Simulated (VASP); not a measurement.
## Ti: single point with PBEsol

Ti:

```xyz
16
Lattice="5.8787 0.0000 0.0000 -2.9394 5.0911 0.0000 0.0000 0.0000 9.2970" Properties=species:S:1:pos:R:3 pbc="T T T"
Ti    0.0000    1.6970    1.1621
Ti    1.4697    0.8485    3.4864
Ti    0.0000    1.6970    5.8107
Ti    1.4697    0.8485    8.1349
Ti   -1.4697    4.2426    1.1621
Ti    0.0000    3.3941    3.4864
Ti   -1.4697    4.2426    5.8107
Ti    0.0000    3.3941    8.1349
Ti    2.9394    1.6970    1.1621
Ti    4.4090    0.8485    3.4864
Ti    2.9394    1.6970    5.8107
Ti    4.4090    0.8485    8.1349
Ti    1.4697    4.2426    1.1621
Ti    2.9394    3.3941    3.4864
Ti    1.4697    4.2426    5.8107
Ti    2.9394    3.3941    8.1349
```

```yaml
Program: VASP 6.6.1
Task: single point
Functional: PBEsol
Potentials_or_basis: VASP PAW PBE potentials, release 64 (Ti_sv)
Cutoff: 500 eV
k_mesh: 4 × 4 × 2
Occupations: methfessel-paxton, width 0.1 eV
Spin: no spin polarisation
Dipole_correction: no
Further_INCAR_settings: ALGO = Normal; EDIFF = 1e-06; NBANDS = 110
```

```yaml
Pressure: -4.9 GPa
Band_gap_on_the_k_mesh: zero (bands 96 and 97 overlap by 0.84 eV)
```

Stress tensor (GPa, compression positive):
```
-4.68  0.00  0.00
 0.00 -4.68  0.00
 0.00  0.00 -5.26
```

Levels at points of the mesh, in eV from the Fermi level:
| k point | band 92 | band 93 | band 94 | band 95 | band 96 | band 97 | band 98 | band 99 |
| --- | --- | --- | --- | --- | --- | --- | --- | --- |
| (0.00, 0.00, 0.00) | -0.68 | 0.04 | 0.04 | 0.41 | 0.41 | 0.41 | 0.58 | 0.58 |
| (0.50, 0.00, 0.00) | -0.58 | -0.58 | -0.58 | -0.48 | -0.48 | -0.17 | -0.17 | -0.17 |
| (0.00, 0.00, 0.50) | -1.11 | 0.11 | 0.11 | 0.56 | 0.56 | 0.56 | 0.56 | 0.57 |
| (0.50, 0.00, 0.50) | -0.90 | -0.34 | -0.34 | -0.34 | -0.34 | 0.14 | 0.14 | 0.14 |

It took 11 min on 1 thread of Oxide Virtual Turin-like Processor (shared host), peak memory 0.44 GiB.

Caveat: the cell stands under tension; the PAW data sets were made with another functional, which shifts forces and pressure a little.
